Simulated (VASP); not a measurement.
BiSb2O2:

```
Sb Bi O
1.0
     3.76586    0.00000    0.00000
     0.00000    3.76586    0.00000
     0.00000    0.00000    7.77432
Sb Bi O
2 1 2
Direct
  0.00000 0.00000 0.27851
  0.00000 0.00000 0.72149
  0.50000 0.50000 0.00000
  0.00000 0.50000 0.00000
  0.50000 0.00000 0.00000
```

The cell was built from a structure type or drawn by symmetry, and may not be a known phase.

```yaml
Program: VASP 6.6.1
Task: relaxation of cell and atoms
Functional: PBE
Potentials_or_basis: VASP PAW PBE potentials, release 64 (Sb, Bi_d, O)
Cutoff: 600 eV
k_mesh: 4 × 4 × 2
Occupations: gaussian, width 0.1 eV
Spin: no spin polarisation
```

At the start: pressure 27.8 GPa; volume 22.05 Å³/atom.

Task: Where does the relaxation end?

Result: Over 24 steps the energy falls by 934.0 meV/atom and the volume is 24.66 Å³/atom (+11.8 %); space group P4/mmm (No. 123, to 0.1 Å) before and after.

Step by step:
| step | energy change (eV) | largest force (eV/Å) | pressure (GPa) | volume (Å³) |
| --- | --- | --- | --- | --- |
| 1 | 0.0000 | 2.8522 | 27.85 | 110.25 |
| 2 | -2.4229 | 0.9534 | -8.27 | 181.23 |
| 3 | -3.2855 | 1.2333 | -2.52 | 147.61 |
| 4 | -3.2861 | 1.2489 | -2.27 | 146.80 |
| 5 | -3.7003 | 1.3892 | -1.56 | 141.12 |
| 6 | -3.3945 | 5.7607 | 9.71 | 123.23 |
| 7 | -3.9026 | 1.1649 | -0.47 | 137.04 |
| 8 | -4.1554 | 0.4675 | 2.53 | 130.23 |
| 9 | -4.1566 | 2.2469 | 0.50 | 135.57 |
| 10 | -4.2253 | 1.4085 | 1.49 | 133.08 |
| 11 | -4.2959 | 0.2967 | -3.11 | 140.92 |
| 12 | -4.3129 | 0.5879 | -1.81 | 138.40 |
| 13 | -4.4030 | 0.1854 | -1.16 | 134.41 |
| 14 | -4.4487 | 0.2572 | 0.18 | 129.61 |
| 15 | -4.5201 | 0.0837 | 0.72 | 127.16 |
| 16 | -4.6171 | 0.8755 | 2.55 | 119.06 |
| 17 | -4.6235 | 0.7134 | 1.83 | 121.51 |
| 18 | -4.6652 | 0.2867 | 0.61 | 122.05 |
| 19 | -4.6665 | 0.1962 | 0.47 | 122.13 |
| 20 | -4.6665 | 0.1737 | 0.44 | 122.15 |
| 21 | -4.6694 | 0.1120 | 0.27 | 122.63 |
| 22 | -4.6696 | 0.0913 | 0.23 | 122.79 |
| 23 | -4.6701 | 0.0492 | 0.06 | 123.04 |
| 24 | -4.6702 | 0.0110 | -0.11 | 123.28 |

Final structure:
```cif
data_structure
_symmetry_space_group_name_H-M 'P 1'
_symmetry_Int_Tables_number 1
_cell_length_a 4.6885
_cell_length_b 4.6885
_cell_length_c 5.6081
_cell_angle_alpha 90.000
_cell_angle_beta 90.000
_cell_angle_gamma 90.000
_cell_volume 123.28
loop_
_atom_site_label
_atom_site_type_symbol
_atom_site_fract_x
_atom_site_fract_y
_atom_site_fract_z
_atom_site_occupancy
Sb1 Sb 0.00000 0.00000 0.26231 1
Sb2 Sb 0.00000 0.00000 0.73769 1
Bi1 Bi 0.50000 0.50000 0.00000 1
O1 O 0.00000 0.50000 0.00000 1
O2 O 0.50000 0.00000 0.00000 1
```

Caveat: the k points lie up to 0.56 Å⁻¹ apart in the final cell, too coarse for converged energies and pressures of a metal; a cell axis changed by over 15 % at a fixed basis, so the end point is rough; an odd number of electrons without spin polarisation forces a metal; a magnetic or distorted state may lie lower.
